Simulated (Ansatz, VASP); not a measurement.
Mg: VASP beside Ansatz

```
CELL_PARAMETERS angstrom
3.17231 0.00000 0.00000
-1.58616 2.74730 0.00000
0.00000 0.00000 3.28842
ATOMIC_POSITIONS crystal
Mg 0.00000 0.00000 0.00000
```

Change from the starting cell: strain +0.040 along x and y, +0.080 along z, atoms carried along.

Alike in both runs: task single point; functional PBE; k mesh 18 × 18 × 16; occupations gaussian, width 0.15 eV; no spin polarisation.

|  | VASP | Ansatz |
| --- | --- | --- |
| version | VASP 6.6.1 | Ansatz 0.2.0 |
| potentials or method | VASP PAW PBE potentials, release 64 (Mg), cutoff 520 eV | scalar-relativistic, plane waves, PAW |
| valence electrons in the cell | 2 | 10 |

VASP gave:

```
gap on the k mesh at the Fermi level (eV)                     : none
pressure (GPa)                                                : -2.3
traceless stress, the component that is largest in VASP (GPa) : -0.39
```

Q: What did Ansatz give for the same quantities?

A: gap on the k mesh at the Fermi level (eV): none; pressure (GPa): -2.2; traceless stress, the component that is largest in VASP (GPa): -0.42.

A gap of «none» marks a metal or a gap that the smearing closes. VASP's potentials hold 2 valence electrons a cell and Ansatz's 10, so a difference there can come from the potentials and not from the codes.
